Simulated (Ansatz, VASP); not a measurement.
**Two plane-wave programs on Zr**

```
Zr
1.0
     4.72191    0.00000    0.00000
    -2.36095    4.08929    0.00000
     0.00000    0.00000    2.95043
Zr
3
Cartesian
  4.7219 0.0000 2.9504
  0.0000 2.7262 1.4752
  2.3610 1.3631 1.4752
```

Alike in both runs: task single point; functional LDA; k mesh 8 × 8 × 12; occupations fermi-dirac, width 0.1 eV; no spin polarisation.

|  | VASP | Ansatz |
| --- | --- | --- |
| version | VASP 6.6.1 | Ansatz 0.2.0 |
| potentials or method | VASP PAW LDA potentials, release 64 (Zr_sv), cutoff 520 eV | plane waves (420 eV) with PAW, scalar-relativistic |
| valence electrons in the cell | 36 | 36 |

|  | VASP | Ansatz | Ansatz less VASP |
| --- | --- | --- | --- |
| pressure (GPa) | 17.2 | 17.1 | -0.18 |
| traceless stress, the component that is largest in VASP (GPa) | -0.32 | -0.27 | +0.051 |

Ansatz warns that its potentials were made for another functional, while VASP's fit it. LDA's correlation is that of Perdew and Zunger in VASP and of Perdew and Wang (1992) in Ansatz.
